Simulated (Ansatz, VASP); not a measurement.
# CdSe: VASP beside Ansatz

```xyz
4
Lattice="4.3838 0.0000 0.0000 -2.1919 3.7965 0.0000 0.0000 0.0000 7.1529" Properties=species:S:1:pos:R:3 pbc="T T T"
Cd    2.1919    1.2655   -0.0027
Cd    0.0000    2.5310    3.5737
Se    2.1919    1.2655    2.6851
Se    0.0000    2.5310    6.2616
```

Alike in both runs: functional PBE; k mesh 6 × 6 × 4; occupations gaussian, width 0.02 eV; no spin polarisation.

Ansatz relaxed the structure, and its values are those at the end. VASP's run is a single point on that final structure, the one shown.

|  | VASP | Ansatz |
| --- | --- | --- |
| version | VASP 6.6.1 | Ansatz 0.2.0 |
| potentials or method | VASP PAW PBE potentials, release 64 (Cd, Se), cutoff 520 eV | scalar-relativistic, plane waves, PAW |
| valence electrons in the cell | 36 | 72 |

|  | VASP | Ansatz | Ansatz less VASP |
| --- | --- | --- | --- |
| gap on the k mesh at the Fermi level (eV) | 0.54 | 0.54 | +0.002 |
| least direct gap on the mesh (eV) | 0.54 | 0.54 | +0.002 |
| pressure (GPa) | 0.2 | 0.0 | -0.25 |

VASP's potentials hold 36 valence electrons a cell and Ansatz's 72, so a difference there can come from the potentials and not from the codes.
